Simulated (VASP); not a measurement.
Write the native input for VASP 6.6.1 that does the following.

| Quantity | Value |
| --- | --- |
| Task | single point |
| Functional | B3LYP |
| Potentials or basis | VASP PAW PBE potentials, release 64 (Ga_d, As_d) |
| Cutoff | 400 eV |
| k mesh | 4 × 4 × 4 |
| Occupations | gaussian, width 0.01 eV |
| Spin | no spin polarisation |
| Dipole correction | no |
| Grid for exact exchange (PRECFOCK) | Normal |
| Further INCAR settings | ALGO = Normal; EDIFF = 1e-06; NBANDS = 21 |
| Share of exact exchange | 0.2 |

Crystal: GaAs.

```
CELL_PARAMETERS angstrom
0.00000 2.82685 2.82685
2.82685 0.00000 2.82685
2.82685 2.82685 0.00000
ATOMIC_POSITIONS crystal
Ga 0.00000 0.00000 0.00000
As 0.25000 0.25000 0.25000
```

These files were run (other wordings do the same):

POSCAR

```
GaAs
1.0
    0.0000000000      2.8268500000      2.8268500000
    2.8268500000      0.0000000000      2.8268500000
    2.8268500000      2.8268500000      0.0000000000
Ga As
1 1
Direct
    0.0000000000      0.0000000000      0.0000000000
    0.2500000000      0.2500000000      0.2500000000
```

INCAR.step1

```
SYSTEM = GaAs
  PREC = Accurate
  ENCUT = 400
  EDIFF = 1E-5
  ISMEAR = 0
  SIGMA = 0.01
  LREAL = .False.
  LASPH = .True.
  NELM = 120
  ALGO = Normal
  ISIF = 2
  LWAVE = .True.
  LCHARG = .False.
  GGA = PE
  NBANDS = 21
  GGA_COMPAT = .False.
```

INCAR.step2

```
SYSTEM = GaAs
  PREC = Accurate
  ENCUT = 400
  EDIFF = 1E-6
  ISMEAR = 0
  SIGMA = 0.01
  LREAL = .False.
  LASPH = .True.
  NELM = 120
  ALGO = Normal
  ISIF = 2
  LWAVE = .False.
  LCHARG = .False.
  GGA = B3
  LHFCALC = .True.
  AEXX = 0.2
  AGGAX = 0.72
  AGGAC = 0.81
  ALDAC = 0.19
  PRECFOCK = Normal
  ISTART = 1
  NBANDS = 21
  GGA_COMPAT = .False.
```

KPOINTS

```
Automatic mesh
0
Gamma
  4 4 4
  0 0 0
```

Potentials or basis: VASP PAW PBE potentials, release 64 (Ga_d, As_d).

Run with:

```console
$ cat potpaw_PBE.64/Ga_d/POTCAR potpaw_PBE.64/As_d/POTCAR > POTCAR
$ cp INCAR.step1 INCAR
$ mpirun -np 1 vasp_std > vasp.out
$ cp INCAR.step2 INCAR
$ mpirun -np 1 vasp_std > vasp.out
```

It gave:

```json
{"Pressure": "4.3 GPa", "Band gap on the k mesh": "1.69 eV"}
```

Caveat: the k points lie up to 0.48 Å⁻¹ apart; the PAW data sets were made with another functional, which shifts forces and pressure a little.

Run time: 5.8 min on 1 thread of Intel(R) Xeon(R) Platinum 8559C (Emerald Rapids) (shared host), peak memory 0.15 GiB.
